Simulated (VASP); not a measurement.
Runs of VASP 6.6.1 on NbP. The structure is that of space group I4_1md (No. 109), or close to it. The cells are those of the table. 

| level | potentials or basis | cell | k mesh | smearing | gap on the mesh (eV) | pressure (GPa) | largest force (eV/Å) |
| --- | --- | --- | --- | --- | --- | --- | --- |
| PBE | VASP PAW PBE potentials, release 64 (Nb_sv, P) | a = 6.184 Å, angles 148.6, 148.6, 45.0°, 4 atoms | 11 × 11 × 11 | fermi-dirac 0.05 eV | - | -0.3 | - |
| PBE | VASP PAW PBE potentials, release 64 (Nb_sv, P) | a = 6.210 Å, angles 148.7, 148.7, 44.8°, 4 atoms | 11 × 11 × 11 | gaussian 0.014 eV | none | -1.5 | 0.02 |
| PBEsol | VASP PAW PBE potentials, release 64 (Nb_sv, P) | a = 6.210 Å, angles 148.7, 148.7, 44.8°, 4 atoms | 8 × 8 × 8 | fermi-dirac 0.05 eV | none | (a) | 0.02 |
| PBE | VASP PAW PBE potentials, release 64 (Nb_sv, P) | a = 6.210 Å, angles 148.7, 148.7, 44.8°, 4 atoms | 11 × 11 × 11 | gaussian 0.011 eV | none | -1.5 | 0.02 |
| LDA | VASP PAW LDA potentials, release 64 (Nb_sv, P) | a = 6.210 Å, angles 148.7, 148.7, 44.8°, 4 atoms | 11 × 11 × 11 | fermi-dirac 0.05 eV | none | -9.5 | 0.02 |
| PBE+D3(BJ) | VASP PAW PBE potentials, release 64 (Nb_sv, P) | a = 6.097 Å, angles 148.4, 148.4, 45.2°, 4 atoms | 11 × 11 × 11 | fermi-dirac 0.05 eV | 0.07 | -0.5 | - |
| PBEsol | VASP PAW PBE potentials, release 64 (Nb_sv, P) | a = 6.291 Å, angles 148.7, 148.7, 44.8°, 4 atoms | 11 × 11 × 11 | fermi-dirac 0.05 eV | none | -12.9 | - |
| PBE | VASP PAW PBE potentials, release 64 (Nb_sv, P) | a = 6.187 Å, angles 148.6, 148.6, 45.0°, 4 atoms | 11 × 11 × 11 | fermi-dirac 0.05 eV | - | -0.6 | - |
| PBEsol | VASP PAW PBE potentials, release 64 (Nb_sv, P) | a = 6.210 Å, angles 148.7, 148.7, 44.8°, 4 atoms | 9 × 9 × 9 | fermi-dirac 0.05 eV | none | -6.6 | 0.01 |
| PBEsol | VASP PAW PBE potentials, release 64 (Nb_sv, P) | a = 6.083 Å, angles 148.7, 148.7, 44.8°, 4 atoms | 11 × 11 × 11 | fermi-dirac 0.05 eV | none | (b) | 0.04 |
| LDA | VASP PAW LDA potentials, release 64 (Nb_sv, P) | a = 6.331 Å, angles 148.7, 148.7, 44.8°, 4 atoms | 11 × 11 × 11 | fermi-dirac 0.05 eV | none | -18.2 | - |

Alike in all rows: task single point; no spin polarisation; cutoff (eV) 520.

Q: Fill in the values left out.

A: (a) -6.5; (b) 5.9.

Caveats: the PAW data sets were made with another functional, which shifts forces and pressure a little (some runs).

A k mesh can miss the band edges, and the runs leave out spin-orbit coupling on Nb.

A gap of «none» marks levels without a gap at the run's occupations.
